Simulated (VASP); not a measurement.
# Na2P3 (Fmmm) in VASP: single point with PBE

Aim: the single point of Na2P3 with PBE.

All numbers are computed with VASP 6.6.1; they aren't measurements. Logs are shortened: lines on timing, memory, paths and dates and some standing lists are left out, and cuts for length are marked.

## Step 1: The cell of the first run

Symmetry: Fmmm, No. 69, orthorhombic system. Conventional cell: a = 8.283 Å, b = 8.752 Å, c = 13.164 Å, α = 90.00°, β = 90.00°, γ = 90.00°. Within 4.4 Å of Na (site symmetry 222) lie 8 P at 3.24 to 3.32 Å and 8 Na at 3.90 to 4.38 Å. Within 4.2 Å of Na (site symmetry m2m) lie 10 P at 3.14 to 3.27 Å and 7 Na at 3.72 to 4.19 Å. Within 2.5 Å of P (site symmetry m) lie 2 P at 1.87 to 1.88 Å. P (site symmetry mm2) has 2 P at 1.88 Å within 2.5 Å.

## Step 2: Single point, PBE

Input file INCAR:

```
ALGO = Normal ; EDIFF = 1E-6
ENCUT = 520 ; GGA = PE
ISIF = 2 ; ISMEAR = 1
LASPH = True ; LCHARG = True
LELF = True ; LREAL = False
LVHAR = True ; LWAVE = False
NBANDS = 40 ; NELM = 100
PREC = Accurate ; SIGMA = 0.0186
```

Input file KPOINTS:

```
k-points
0
Gamma
  4 4 4
```

Input file POSCAR:

```
Na2P3
1.0
   -4.3759230000      0.0000000000      4.1415920000
    4.3759230000      0.0000000000      4.1415920000
    0.0000000000      6.5818760000      4.1415920000
Na P
4 6
Direct
    0.7500000000      0.2500000000      0.5000000000
    0.2500000000      0.7500000000      0.5000000000
    0.7122700000      0.2877300000      0.0000000000
    0.2877300000      0.7122700000      0.0000000000
    0.1246000000      0.1246000000      0.1424000000
    0.2670000000      0.2670000000      0.8576000000
    0.8754000000      0.8754000000      0.8576000000
    0.7330000000      0.7330000000      0.1424000000
    0.8565000000      0.8565000000      0.2870000000
    0.1435000000      0.1435000000      0.7130000000
```

Potentials or basis: VASP PAW PBE potentials, release 64 (Na_pv, P).

The run is started by

```console
$ cat potpaw_PBE.64/Na_pv/POTCAR potpaw_PBE.64/P/POTCAR > POTCAR
$ mpirun -np 1 vasp_std > vasp.out
```

OUTCAR:

```text
EDIFF = 1E-6
   ENCUT = 520
   GGA = PE
   ISIF = 2
   ISMEAR = 1
   LASPH = True
   LREAL = False
   NELM = 100
   PREC = Accurate

 ion  position               nearest neighbor table
   1  0.750  0.250  0.500-
   2  0.250  0.750  0.500-
   3  0.712  0.288  0.000-
   4  0.288  0.712  0.000-
   5  0.125  0.125  0.142-   6 1.87   9 1.88
   6  0.267  0.267  0.858-   5 1.87  10 1.88
   7  0.875  0.875  0.858-   8 1.87  10 1.88
   8  0.733  0.733  0.142-   7 1.87   9 1.88
   9  0.856  0.856  0.287-   8 1.88   5 1.88
  10  0.144  0.144  0.713-   6 1.88   7 1.88

  LATTYP: Found a face centered orthorhombic cell.
 ALAT       =     8.2831840000
 B/A-ratio  =     1.0565799335
 C/A-ratio  =     1.5892140027

  Lattice vectors:

 A1 = (   4.3759230000,   6.5818760000,   0.0000000000)
 A2 = (   0.0000000000,   6.5818760000,   4.1415920000)
 A3 = (   4.3759230000,   0.0000000000,   4.1415920000)

Analysis of symmetry for initial positions (statically):
=====================================================================
 Subroutine PRICEL returns:
 Original cell was already a primitive cell.

 Routine SETGRP: Setting up the symmetry group for a
 face centered orthorhombic supercell.

 Subroutine GETGRP returns: Found  8 space group operations
 (whereof  8 operations were pure point group operations)
 out of a pool of  8 trial point group operations.

The static configuration has the point symmetry D_2h.

Analysis of symmetry for dynamics (positions and initial velocities):
=====================================================================
 Subroutine PRICEL returns:
 Original cell was already a primitive cell.

 Routine SETGRP: Setting up the symmetry group for a
 face centered orthorhombic supercell.

 Subroutine GETGRP returns: Found  8 space group operations
 (whereof  8 operations were pure point group operations)
 out of a pool of  8 trial point group operations.

The dynamic configuration has the point symmetry D_2h.

 Subroutine INISYM returns: Found  8 space group operations
 (whereof  8 operations are pure point group operations),
 and found     1 'primitive' translations

----------------------------------------------------------------------------------------

                                     Primitive cell

  volume of cell :     238.5705

  direct lattice vectors                    reciprocal lattice vectors
    -4.375923000  0.000000000  4.141592000    -0.114261608 -0.075966184  0.120726523
     4.375923000  0.000000000  4.141592000     0.114261608 -0.075966184  0.120726523
     0.000000000  6.581876000  4.141592000     0.000000000  0.151932367  0.000000000

  length of vectors
     6.025071485  6.025071485  7.776495096     0.182760689  0.182760689  0.151932367

  position of ions in fractional coordinates (direct lattice)
     0.750000000  0.250000000  0.500000000
     0.250000000  0.750000000  0.500000000
     0.712270000  0.287730000  0.000000000
     0.287730000  0.712270000  0.000000000
     0.124600000  0.124600000  0.142400000
     0.267000000  0.267000000  0.857600000
     0.875400000  0.875400000  0.857600000
     0.733000000  0.733000000  0.142400000
     0.856500000  0.856500000  0.287000000
     0.143500000  0.143500000  0.713000000

  ion indices of the primitive-cell ions
   primitive index   ion index
                 1           1
                 2           2
                 3           3
                 4           4
                 5           5
                 6           6
                 7           7
                 8           8
                 9           9
                10          10

----------------------------------------------------------------------------------------

 KPOINTS: k-points

Automatic generation of k-mesh.
 Grid dimensions read from file:
 generate k-points for:    4    4    4

 Generating k-lattice:

  Cartesian coordinates                     Fractional coordinates (reciprocal lattice)
    -0.028565402 -0.018991546  0.030181631     0.250000000  0.000000000  0.000000000
     0.028565402 -0.018991546  0.030181631     0.000000000  0.250000000  0.000000000
     0.000000000  0.037983092  0.000000000     0.000000000  0.000000000  0.250000000

  Length of vectors
     0.045690172  0.045690172  0.037983092

  Shift w.r.t. Gamma in fractional coordinates (k-lattice)
     0.000000000  0.000000000  0.000000000

 Subroutine IBZKPT returns following result:
 ===========================================

 Found     18 irreducible k-points:

 Following reciprocal coordinates:
            Coordinates               Weight
  0.000000  0.000000  0.000000      1.000000
  0.250000 -0.000000 -0.000000      8.000000
  0.500000 -0.000000 -0.000000      4.000000
  0.250000  0.250000 -0.000000      4.000000
  0.500000  0.250000 -0.000000      8.000000
 -0.250000  0.250000  0.000000      2.000000
[... 10 lines left out ...]
 -0.250000  0.250000  0.500000      2.000000
  0.500000  0.500000  0.500000      1.000000
   k-points           NKPTS =     18   k-points in BZ     NKDIM =     18   number of bands    NBANDS=     40
   number of dos      NEDOS =    301   number of ions     NIONS =     10
   total plane-waves  NPLWV = 138240
   dimension x,y,z NGX =    48 NGY =   48 NGZ =   60
   dimension x,y,z NGXF=    96 NGYF=   96 NGZF=  120
   ions per type =               4   6
   NGX,Y,Z   is equivalent  to a cutoff of  13.24, 13.24, 12.83 a.u.
   NGXF,Y,Z  is equivalent  to a cutoff of  26.49, 26.49, 25.65 a.u.
 SYSTEM =  unknown system
   PREC   = accura    normal or accurate (medium, high low for compatibility)
   ISTART =      0    job   : 0-new  1-cont  2-samecut
   ICHARG =      2    charge: 1-file 2-atom 10-const
   ISPIN  =      1    spin polarized calculation?
   LNONCOLLINEAR =      F non collinear calculations
   LSORBIT =      F    spin-orbit coupling
   LASPH  =      T    aspherical Exc in radial PAW
   ENCUT  =  520.0 eV  38.22 Ry    6.18 a.u.  11.20 11.20 14.46*2*pi/ulx,y,z
   NELM   =    100;   NELMIN=  2; NELMDL= -5     # of ELM steps
   EDIFF  = 0.1E-05   stopping-criterion for ELM
   LREAL  =      F    real-space projection
   EDIFFG = 0.1E-04   stopping-criterion for IOM
   NSW    =      0    number of steps for IOM
   IBRION =     -1    ionic relax: 0-MD 1-quasi-New 2-CG
   NFREE  =      0    steps in history (QN), initial steepest desc. (CG)
   ISIF   =      2    stress and relaxation
   ISYM   =      2    0-nonsym 1-usesym 2-fastsym
   POTIM  = 0.5000    time-step for ionic-motion
   TEBEG  =    0.0;   TEEND  =   0.0 temperature during run
   PSTRESS=    0.0 pullay stress
   NELECT =      58.0000    total number of electrons
   NUPDOWN=      -1.0000    fix difference up-down
   EMIN   =  10.00;   EMAX   =-10.00  energy-range for DOS
   EFERMI =   0.00;   METHOD = LEGACY
   ISMEAR =     1;   SIGMA  =   0.02  broadening in eV -4-tet -1-fermi 0-gaus
   EFERMI_NEDOS =   21; number of points for ismear=-14 and -15
   IALGO  =     38    algorithm
   IMIX   =      4    mixing-type and parameters
     AMIX     =   0.40;   BMIX     =  1.00
     AMIX_MAG =   1.60;   BMIX_MAG =  1.00
  volume/ion in A,a.u.               =      23.86       161.00
  Fermi-wavevector in a.u.,A,eV,Ry     =   1.021751  1.930830 14.204157  1.043976
  Thomas-Fermi vector in A             =   2.155393
   LORBIT       =      0    0 simple, 1 ext, 2 COOP (PROOUT), +10 PAW based schemes
   GGA     = PE    functional components
   LHFCALC =     F    Hartree Fock is set to
   AEXX    =    0.0000 exact exchange contribution
   IVDW    =     0    specifies the selected vdW correction
   LEPSILON=     F    determine dielectric tensor
   LRPA    =     F    only Hartree local field effects (RPA)
 non-spin polarized calculation
 Methfessel and Paxton  Order N= 1 SIGMA  =   0.02
  energy-cutoff  :      520.00
  volume of cell :      238.57
 maximum number of plane-waves:      6487
 NGX is ok and might be reduce to    48
   NGX = 23   NGY = 23   NGZ = 29

 number of electron      57.9999995 magnetization

 Free energy of the ion-electron system (eV)
  ---------------------------------------------------
  ext. energy  EPLUGINS =         0.00000000
  ---------------------------------------------------
  free energy    TOTEN  =       -35.38880297 eV

  energy without entropy =      -35.38865258  energy(sigma->0) =      -35.38875284

 E-fermi :   3.4106     XC(G=0):  -7.9751

 val. band max:        3.4083256978   @ k =   0.5000   0.5000   0.5000
 cond. band min:       3.4130278440   @ k =   0.0000   0.0000   0.0000
 fundamental gap:      0.0047021462
 Fermi energy:         3.4106332789

 k-point     1 :       0.0000    0.0000    0.0000
  band No.  band energies     occupation
      1     -21.8747      2.00000
      2     -21.8645      2.00000
      3     -21.8598      2.00000
      4     -21.8579      2.00000
      5     -21.8274      2.00000
      6     -21.8229      2.00000
[... 32 lines left out ...]
     39       8.2858      0.00000
     40       8.7876      0.00000

 k-point     2 :       0.2500   -0.0000   -0.0000
  band No.  band energies     occupation
      1     -21.8743      2.00000
      2     -21.8651      2.00000
      3     -21.8595      2.00000
      4     -21.8581      2.00000
      5     -21.8269      2.00000
      6     -21.8236      2.00000
[... 32 lines left out ...]
     39       7.7910      0.00000
     40       8.0236      0.00000

 k-point     3 :       0.5000   -0.0000   -0.0000
  band No.  band energies     occupation
      1     -21.8739      2.00000
      2     -21.8658      2.00000
      3     -21.8591      2.00000
      4     -21.8583      2.00000
      5     -21.8258      2.00000
      6     -21.8247      2.00000
[... 595 lines left out ...]
  band No.  band energies     occupation
      1     -21.8739      2.00000
      2     -21.8658      2.00000
      3     -21.8591      2.00000
      4     -21.8581      2.00000
      5     -21.8282      2.00000
      6     -21.8222      2.00000
[... 32 lines left out ...]
     39       7.7269      0.00000
     40       7.9838      0.00000

 k-point    18 :       0.5000    0.5000    0.5000
  band No.  band energies     occupation
      1     -21.8762      2.00000
      2     -21.8639      2.00000
      3     -21.8589      2.00000
      4     -21.8583      2.00000
      5     -21.8291      2.00000
      6     -21.8217      2.00000
[... 32 lines left out ...]
     39       7.7150      0.00000
     40       8.2903      0.00000

------------------------ aborting loop because EDIFF is reached ----------------------------------------

  FORCE on cell =-STRESS in cart. coord.  units (eV):
  Direction    XX          YY          ZZ          XY          YZ          ZX
  --------------------------------------------------------------------------------------
  -------------------------------------------------------------------------------------
  Total       -3.3484736     39.9961995     36.6848420      0.0000000      0.0000000      0.0000000
  in kB      -22.4874800    268.6040964    246.3658790      0.0000000      0.0000000      0.0000000
  external PRESSURE =     164.1608318 kB  Pullay stress =       0.0000000 kB

 VOLUME and BASIS-vectors are now :
 -----------------------------------------------------------------------------
  energy-cutoff  :      520.00
  volume of cell :      238.57
      direct lattice vectors                 reciprocal lattice vectors
    -4.375923000  0.000000000  4.141592000    -0.114261608 -0.075966184  0.120726523
     4.375923000  0.000000000  4.141592000     0.114261608 -0.075966184  0.120726523
     0.000000000  6.581876000  4.141592000     0.000000000  0.151932367  0.000000000

 POSITION                                       TOTAL-FORCE (eV/Angst)
 -----------------------------------------------------------------------------------
     -2.18796      3.29094      6.21239         0.000000      0.000000     -0.000000
      2.18796      3.29094      6.21239        -0.000000     -0.000000     -0.000000
     -1.85775      0.00000      4.14159         0.065834      0.000000     -0.000000
      1.85775      0.00000      4.14159        -0.065834      0.000000     -0.000000
      0.00000      0.93726      1.62185         0.000000      3.851147      6.436954
      0.00000      5.64462      5.76344         0.000000     -3.851147      6.436954
      0.00000      5.64462     10.80293         0.000000     -3.851147     -6.436954
      0.00000      0.93726      6.66134         0.000000      3.851147     -6.436954
      0.00000      1.88900      8.28318         0.000000      7.492646      0.000000
      0.00000      4.69288      4.14159         0.000000     -7.492646     -0.000000
 -----------------------------------------------------------------------------------
    total drift:                                0.000000      0.000000      0.000000

  FREE ENERGIE OF THE ION-ELECTRON SYSTEM (eV)
  ---------------------------------------------------
  free  energy   TOTEN  =       -35.3888029688 eV

  energy  without entropy=      -35.3886525771  energy(sigma->0) =      -35.38875284
```

Wall time 4.7 min (1 thread of AMD EPYC 7R13, shared host); peak memory 0.38 GiB.

Results:

```
Free energy            : -35.3888 eV
Pressure               : 16.4 GPa
Largest force          : 7.501 eV/Å
Band gap on the k mesh : 0.00 eV (least direct gap 0.39 eV)
```

Forces in eV/Å, atoms in the order of the input:
```
Na   0.000  0.000  0.000
Na   0.000  0.000  0.000
Na   0.066  0.000  0.000
Na  -0.066  0.000  0.000
P    0.000  3.851  6.437
P    0.000 -3.851  6.437
P    0.000 -3.851 -6.437
P    0.000  3.851 -6.437
P    0.000  7.493  0.000
P    0.000 -7.493  0.000
```

Levels at points of the mesh, in eV from the valence-band top:
| k point | band 27 | band 28 | band 29 | band 30 | band 31 | band 32 |
| --- | --- | --- | --- | --- | --- | --- |
| (0.00, 0.00, 0.00) | -1.57 | -1.41 | -0.38 | 0.00 | 1.05 | 1.55 |
| (0.50, 0.00, 0.00) | -1.57 | -0.87 | -0.60 | 1.11 | 1.68 | 2.22 |
| (0.50, 0.50, 0.00) | -1.42 | -1.04 | -0.08 | 0.93 | 0.97 | 1.52 |
| (0.00, 0.00, 0.50) | -1.66 | -1.04 | -0.85 | 0.49 | 1.62 | 1.94 |
| (0.50, 0.50, 0.50) | -1.81 | -0.70 | 0.00 | 1.01 | 2.33 | 2.41 |

Caveat: the cell stands under pressure; forces of over 1 eV/Å act on the atoms, so gaps and moduli don't describe the material at rest. A k mesh can miss the band edges.
